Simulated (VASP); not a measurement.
Write the native input for VASP 6.6.1 that does the following.

```
Task                   : single point
Functional             : PBE
Potentials or basis    : VASP PAW PBE potentials, release 64 (C)
Cutoff                 : 520 eV
k mesh                 : 12 × 12 × 12
Occupations            : gaussian, width 0.05 eV
Spin                   : no spin polarisation
Dipole correction      : no
Further INCAR settings : ALGO = Normal; EDIFF = 1e-07; NBANDS = 11
```

The structure of C lies in POSCAR:

```
C
1.0
    0.0000000000      1.7433066463      1.8740546448
    1.7433066463      0.0000000000      1.8740546448
    1.7433066463      1.7433066463      0.0000000000
C
2
Direct
    0.5000000000      0.5000000000      0.5000000000
    0.7500000000      0.7500000000      0.7500000000
```

This cell differs from its parent crystal: volume 5.695 Å^3 an atom, c/a of the conventional cell 1.0750.

These files were run (other wordings do the same):

INCAR

```
PREC = Accurate
ENCUT = 520
EDIFF = 1E-7
ISMEAR = 0
SIGMA = 0.05
LREAL = False
LASPH = True
NELM = 60
ALGO = Normal
ISIF = 2
LWAVE = False
LCHARG = False
GGA = PE
NBANDS = 11
```

KPOINTS

```
regular mesh
0
Gamma
  12 12 12
```

Potentials or basis: VASP PAW PBE potentials, release 64 (C).

The run is started by

```bash
$ cat potpaw_PBE.64/C/POTCAR > POTCAR
$ mpirun -np 1 vasp_std > vasp.out
```

It gave:

```json
{
 "Pressure": "0.8 GPa",
 "Band gap on the k mesh": "3.24 eV, indirect (least direct gap 4.94 eV)"
}
```

Run time: 26 s on 1 thread of Intel Xeon 8259CL, on a shared host, peak memory 0.13 GiB.
